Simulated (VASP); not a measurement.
# MoS2 in VASP: notebook

Runs on MoS2. Level: PBEsol. Tasks: single point.

Program: VASP 6.6.1. These are calculated values, not measurements. Logs are shortened: lines on timing, memory, paths and dates and some standing lists are left out, and cuts for length are marked.

## 1. The cell of the first run

The cell holds a slab with vacuum, 15 atoms: a = 3.120 Å, b = 6.347 Å, c = 27.006 Å, α = 90.00°, β = 90.00°, γ = 104.23°.

## 2. Single point, PBEsol

INCAR

```
PREC = Accurate
ENCUT = 520
EDIFF = 1E-6
ISMEAR = 0
SIGMA = 0.1
LREAL = Auto
LASPH = True
NELM = 100
ALGO = Normal
ISIF = 2
LWAVE = False
LCHARG = False
LDIPOL = True
IDIPOL = 3
DIPOL = 0.5 0.5 0.500
GGA = PS
NBANDS = 78
```

KPOINTS

```
regular mesh
0
Gamma
  2 2 1
```

POSCAR

```
MoS2
1.0
    3.1204069007      0.0000000000      0.0000000000
   -1.5602034504      6.1523257965      0.0000000000
    0.0000000000      0.0000000000     27.0062408585
S Mo
10 5
Direct
    0.8927216589      0.7854433177      0.2777135863
    0.1715891271      0.3431782541      0.3263439079
    0.4248770518      0.8497541037      0.3766992127
    0.7037445200      0.4074890401      0.4253295344
    0.9570324448      0.9140648896      0.4756848392
    0.2358999130      0.4717998260      0.5243151608
    0.4891878378      0.9783756755      0.5746704656
    0.7680553060      0.5361106119      0.6233007873
    0.0213432307      0.0426864615      0.6736560921
    0.3002106989      0.6004213979      0.7222864137
    0.5321553930      0.0643107859      0.3020287471
    0.0643107859      0.1286215719      0.4010143735
    0.5964661789      0.1929323578      0.5000000000
    0.1286215719      0.2572431437      0.5989856265
    0.6607769648      0.3215539297      0.6979712529
```

Potentials or basis: VASP PAW PBE potentials, release 64 (S, Mo_sv).

Launch:

```
$ cat potpaw_PBE.64/S/POTCAR potpaw_PBE.64/Mo_sv/POTCAR > POTCAR
$ mpirun -np 1 vasp_std > vasp.out
```

OUTCAR:

```text
PREC = Accurate
   ENCUT = 520
   EDIFF = 1E-6
   ISMEAR = 0
   LREAL = Auto
   LASPH = True
   NELM = 100
   ISIF = 2
   GGA = PS

 ion  position               nearest neighbor table
   1  0.893  0.785  0.278-  11 2.41  11 2.41
   2  0.172  0.343  0.326-  12 2.41  11 2.41  11 2.41
   3  0.425  0.850  0.377-  11 2.41  12 2.41  12 2.41
   4  0.704  0.407  0.425-  13 2.41  12 2.41  12 2.41
   5  0.957  0.914  0.476-  13 2.41  13 2.41  12 2.41
   6  0.236  0.472  0.524-  13 2.41  13 2.41  14 2.41
   7  0.489  0.978  0.575-  13 2.41  14 2.41  14 2.41
   8  0.768  0.536  0.623-  15 2.41  14 2.41  14 2.41
   9  0.021  0.043  0.674-  14 2.41  15 2.41  15 2.41
  10  0.300  0.600  0.722-  15 2.41  15 2.41
  11  0.532  0.064  0.302-   3 2.41   2 2.41   1 2.41   2 2.41   1 2.41  12 3.12  12 3.12
  12  0.064  0.129  0.401-   2 2.41   3 2.41   3 2.41   4 2.41   4 2.41   5 2.41  11 3.12  11 3.12
                            13 3.12  13 3.12
  13  0.596  0.193  0.500-   5 2.41   6 2.41   5 2.41   6 2.41   7 2.41   4 2.41  12 3.12  14 3.12
                            14 3.12  12 3.12
  14  0.129  0.257  0.599-   9 2.41   8 2.41   8 2.41   7 2.41   7 2.41   6 2.41  15 3.12  15 3.12
                            13 3.12  13 3.12
  15  0.661  0.322  0.698-   8 2.41   9 2.41  10 2.41   9 2.41  10 2.41  14 3.12  14 3.12

  LATTYP: Found a base centered orthorhombic cell.
 ALAT       =     3.1204069007
 B/A-ratio  =     3.9432843166
 C/A-ratio  =     8.6547177076

  Lattice vectors:

 A1 = (   1.5602034504,  -6.1523257965,   0.0000000000)
 A2 = (   1.5602034503,   6.1523257965,   0.0000000000)
 A3 = (   0.0000000000,   0.0000000000,  27.0062408585)

Analysis of symmetry for initial positions (statically):
=====================================================================
 Subroutine PRICEL returns:
 Original cell was already a primitive cell.

 Routine SETGRP: Setting up the symmetry group for a
 base centered orthorhombic supercell.

 Subroutine GETGRP returns: Found  4 space group operations
 (whereof  2 operations were pure point group operations)
 out of a pool of  8 trial point group operations.

The static configuration has the point symmetry C_1h.
 The point group associated with its full space group is C_2h.

Analysis of symmetry for dynamics (positions and initial velocities):
=====================================================================
 Subroutine PRICEL returns:
 Original cell was already a primitive cell.

 Routine SETGRP: Setting up the symmetry group for a
 base centered orthorhombic supercell.

 Subroutine GETGRP returns: Found  4 space group operations
 (whereof  2 operations were pure point group operations)
 out of a pool of  8 trial point group operations.

The dynamic configuration has the point symmetry C_1h.
 The point group associated with its full space group is C_2h.

 Subroutine INISYM returns: Found  4 space group operations
 (whereof  2 operations are pure point group operations),
 and found     1 'primitive' translations

----------------------------------------------------------------------------------------

                                     Primitive cell

  volume of cell :     518.4593

  direct lattice vectors                    reciprocal lattice vectors
     3.120406901  0.000000000  0.000000000     0.320471026  0.081270078  0.000000000
    -1.560203450  6.152325797  0.000000000     0.000000000  0.162540157  0.000000000
     0.000000000  0.000000000 27.006240859     0.000000000  0.000000000  0.037028478

  length of vectors
     3.120406901  6.347073933 27.006240859     0.330615341  0.162540157  0.037028478

  position of ions in fractional coordinates (direct lattice)
     0.892721659  0.785443318  0.277713586
     0.171589127  0.343178254  0.326343908
     0.424877052  0.849754104  0.376699213
     0.703744520  0.407489040  0.425329534
     0.957032445  0.914064890  0.475684839
     0.235899913  0.471799826  0.524315161
     0.489187838  0.978375675  0.574670466
     0.768055306  0.536110612  0.623300787
     0.021343231  0.042686461  0.673656092
     0.300210699  0.600421398  0.722286414
     0.532155393  0.064310786  0.302028747
     0.064310786  0.128621572  0.401014373
     0.596466179  0.192932358  0.500000000
     0.128621572  0.257243144  0.598985627
     0.660776965  0.321553930  0.697971253

  ion indices of the primitive-cell ions
   primitive index   ion index
                 1           1
                 2           2
                 3           3
                 4           4
                 5           5
                 6           6
                 7           7
                 8           8
                 9           9
                10          10
                11          11
                12          12
                13          13
                14          14
                15          15

----------------------------------------------------------------------------------------

 KPOINTS: regular mesh

Automatic generation of k-mesh.
 Grid dimensions read from file:
 generate k-points for:    2    2    1

 Generating k-lattice:

  Cartesian coordinates                     Fractional coordinates (reciprocal lattice)
     0.160235513  0.040635039  0.000000000     0.500000000  0.000000000  0.000000000
     0.000000000  0.081270078  0.000000000     0.000000000  0.500000000  0.000000000
     0.000000000  0.000000000  0.037028478     0.000000000  0.000000000  1.000000000

  Length of vectors
     0.165307671  0.081270078  0.037028478

  Shift w.r.t. Gamma in fractional coordinates (k-lattice)
     0.000000000  0.000000000  0.000000000

 Subroutine IBZKPT returns following result:
 ===========================================

 Found      3 irreducible k-points:

 Following reciprocal coordinates:
            Coordinates               Weight
  0.000000  0.000000  0.000000      1.000000
  0.500000  0.000000  0.000000      2.000000
  0.000000  0.500000  0.000000      1.000000
   k-points           NKPTS =      3   k-points in BZ     NKDIM =      3   number of bands    NBANDS=     78
   number of dos      NEDOS =    301   number of ions     NIONS =     15
   total plane-waves  NPLWV = 241920
   dimension x,y,z NGX =    24 NGY =   48 NGZ =  210
   dimension x,y,z NGXF=    48 NGYF=   96 NGZF=  420
   ions per type =              10   5
   NGX,Y,Z   is equivalent  to a cutoff of  12.79, 12.57, 12.93 a.u.
   NGXF,Y,Z  is equivalent  to a cutoff of  25.57, 25.14, 25.85 a.u.
 SYSTEM =  unknown system
   PREC   = accura    normal or accurate (medium, high low for compatibility)
   ISTART =      0    job   : 0-new  1-cont  2-samecut
   ICHARG =      2    charge: 1-file 2-atom 10-const
   ISPIN  =      1    spin polarized calculation?
   LNONCOLLINEAR =      F non collinear calculations
   LSORBIT =      F    spin-orbit coupling
   LASPH  =      T    aspherical Exc in radial PAW
   ENCUT  =  520.0 eV  38.22 Ry    6.18 a.u.   5.80 11.80 50.21*2*pi/ulx,y,z
   NELM   =    100;   NELMIN=  2; NELMDL= -5     # of ELM steps
   EDIFF  = 0.1E-05   stopping-criterion for ELM
   LREAL  =      T    real-space projection
   EDIFFG = 0.1E-04   stopping-criterion for IOM
   NSW    =      0    number of steps for IOM
   IBRION =     -1    ionic relax: 0-MD 1-quasi-New 2-CG
   NFREE  =      0    steps in history (QN), initial steepest desc. (CG)
   ISIF   =      2    stress and relaxation
   ISYM   =      2    0-nonsym 1-usesym 2-fastsym
   POTIM  = 0.5000    time-step for ionic-motion
   TEBEG  =    0.0;   TEEND  =   0.0 temperature during run
   PSTRESS=    0.0 pullay stress
   NELECT =     130.0000    total number of electrons
   NUPDOWN=      -1.0000    fix difference up-down
   EMIN   =  10.00;   EMAX   =-10.00  energy-range for DOS
   EFERMI =   0.00;   METHOD = LEGACY
   ISMEAR =     0;   SIGMA  =   0.10  broadening in eV -4-tet -1-fermi 0-gaus
   EFERMI_NEDOS =   21; number of points for ismear=-14 and -15
   IALGO  =     38    algorithm
   IMIX   =      4    mixing-type and parameters
     AMIX     =   0.40;   BMIX     =  1.00
     AMIX_MAG =   1.60;   BMIX_MAG =  1.00
  volume/ion in A,a.u.               =      34.56       233.25
  Fermi-wavevector in a.u.,A,eV,Ry     =   1.032328  1.950817 14.499744  1.065701
  Thomas-Fermi vector in A             =   2.166520
   LORBIT       =      0    0 simple, 1 ext, 2 COOP (PROOUT), +10 PAW based schemes
   GGA     = PS    functional components
   LHFCALC =     F    Hartree Fock is set to
   AEXX    =    0.0000 exact exchange contribution
   IVDW    =     0    specifies the selected vdW correction
   LEPSILON=     F    determine dielectric tensor
   LRPA    =     F    only Hartree local field effects (RPA)
 non-spin polarized calculation
 Gauss-broadening in eV      SIGMA  =   0.10
  energy-cutoff  :      520.00
  volume of cell :      518.46
 maximum number of plane-waves:     14010
 NGX is ok and might be reduce to    24
   NGX = 11   NGY = 23   NGZ =101

 number of electron     129.9999998 magnetization

 dipolmoment           0.000000      0.000000      0.000000 electrons x Angstroem

 Free energy of the ion-electron system (eV)
  ---------------------------------------------------
  ext. energy  EPLUGINS =         0.00000000
  ---------------------------------------------------
  free energy    TOTEN  =      -109.79570765 eV

  energy without entropy =     -109.73297302  energy(sigma->0) =     -109.76434034

 E-fermi :   1.3673     XC(G=0):  -6.1830

 val. band max:        1.3049071066   @ k =   0.0000   0.5000   0.0000
 cond. band min:       1.3935191745   @ k =   0.5000   0.0000   0.0000
 fundamental gap:      0.0886120679
 Fermi energy:         1.3673129415

 k-point     1 :       0.0000    0.0000    0.0000
  band No.  band energies     occupation
      1     -60.1003      2.00000
      2     -60.1001      2.00000
      3     -60.0857      2.00000
      4     -59.9653      2.00000
      5     -59.9628      2.00000
      6     -34.5066      2.00000
[... 69 lines left out ...]
     76       3.1007      0.00000
     77       3.5151      0.00000

 k-point     2 :       0.5000    0.0000    0.0000
  band No.  band energies     occupation
      1     -60.0750      2.00000
      2     -60.0750      2.00000
      3     -60.0588      2.00000
      4     -59.9417      2.00000
      5     -59.9417      2.00000
      6     -34.4875      2.00000
[... 69 lines left out ...]
     76       3.6454      0.00000
     77       3.6460      0.00000

 k-point     3 :       0.0000    0.5000    0.0000
  band No.  band energies     occupation
      1     -60.1003      2.00000
      2     -60.1001      2.00000
      3     -60.0857      2.00000
      4     -59.9653      2.00000
      5     -59.9627      2.00000
      6     -34.5066      2.00000
[... 69 lines left out ...]
     76       3.0125      0.00000
     77       3.3326      0.00000
 [bands above 77 left out]

------------------------ aborting loop because EDIFF is reached ----------------------------------------

 vacuum level on the upper side and lower side of the slab       (xc-potential included)        -0.178        -0.178

  FORCE on cell =-STRESS in cart. coord.  units (eV):
  Direction    XX          YY          ZZ          XY          YZ          ZX
  --------------------------------------------------------------------------------------
  -------------------------------------------------------------------------------------
  Total      -10.5237668     -3.8769513     -3.0564924      0.0000000      5.0851306     -0.0000000
  in kB      -32.5212409    -11.9808114     -9.4453750      0.0000000     15.7144073     -0.0000000
  external PRESSURE =     -17.9824758 kB  Pullay stress =       0.0000000 kB

 VOLUME and BASIS-vectors are now :
 -----------------------------------------------------------------------------
  energy-cutoff  :      520.00
  volume of cell :      518.46
      direct lattice vectors                 reciprocal lattice vectors
     3.120406901  0.000000000  0.000000000     0.320471026  0.081270078  0.000000000
    -1.560203450  6.152325797  0.000000000     0.000000000  0.162540157  0.000000000
     0.000000000  0.000000000 27.006240859     0.000000000  0.000000000  0.037028478

 POSITION                                       TOTAL-FORCE (eV/Angst)
 -----------------------------------------------------------------------------------
      1.56020      4.83230      7.50000        -0.000000      1.321290     -0.719045
      0.00000      2.11134      8.81332        -0.000000      0.119471     -0.921496
     -0.00000      5.22796     10.17323        -0.000000      0.783461     -1.390211
      1.56020      2.50701     11.48655         0.000000     -0.215072      0.222914
      1.56020      5.62362     12.84646        -0.000000      0.223652     -0.441013
     -0.00000      2.90267     14.15978         0.000000     -0.223652      0.441013
      0.00000      6.01929     15.51969        -0.000000      0.215072     -0.222914
      1.56020      3.29833     16.83301         0.000000     -0.783461      1.390211
     -0.00000      0.26262     18.19292         0.000000     -0.119471      0.921496
     -0.00000      3.69399     19.50624         0.000000     -1.321290      0.719045
      1.56020      0.39566      8.15666         0.000000     -2.463192      2.660482
     -0.00000      0.79132     10.82989         0.000000     -0.071345      0.133800
      1.56020      1.18698     13.50312        -0.000000      0.000000     -0.000000
      0.00000      1.58264     16.17635        -0.000000      0.071345     -0.133800
      1.56020      1.97830     18.84958        -0.000000      2.463192     -2.660482
 -----------------------------------------------------------------------------------
    total drift:                               -0.000023     -0.000009      0.000029

  FREE ENERGIE OF THE ION-ELECTRON SYSTEM (eV)
  ---------------------------------------------------
  free  energy   TOTEN  =      -109.7957076543 eV

  energy  without entropy=     -109.7329730201  energy(sigma->0) =     -109.76434034

 vacuum level on the upper side and lower side of the slab         6.395         6.395
```

Run time: 8.8 min. Hardware: 1 thread of Intel Xeon 8259CL, shared host; peak memory 0.54 GiB.

What came out:

```yaml
Free_energy: -109.7957 eV
Largest_force: 3.626 eV/Å
Band_gap_on_the_k_mesh: zero (bands 65 and 66 overlap by 0.09 eV)
```

Forces in eV/Å, atoms in the order of the input:
```
S    0.000  1.321 -0.719
S    0.000  0.119 -0.921
S    0.000  0.783 -1.390
S    0.000 -0.215  0.223
S    0.000  0.224 -0.441
S    0.000 -0.224  0.441
S    0.000  0.215 -0.223
S    0.000 -0.783  1.390
S    0.000 -0.119  0.921
S    0.000 -1.321  0.719
Mo   0.000 -2.463  2.660
Mo   0.000 -0.071  0.134
Mo   0.000  0.000  0.000
Mo   0.000  0.071 -0.134
Mo   0.000  2.463 -2.660
```

Caveat: the k points lie up to 1.04 Å⁻¹ apart; the PAW data sets were made with another functional, which shifts forces and pressure a little.

(Part 1 of 2 ends here.)
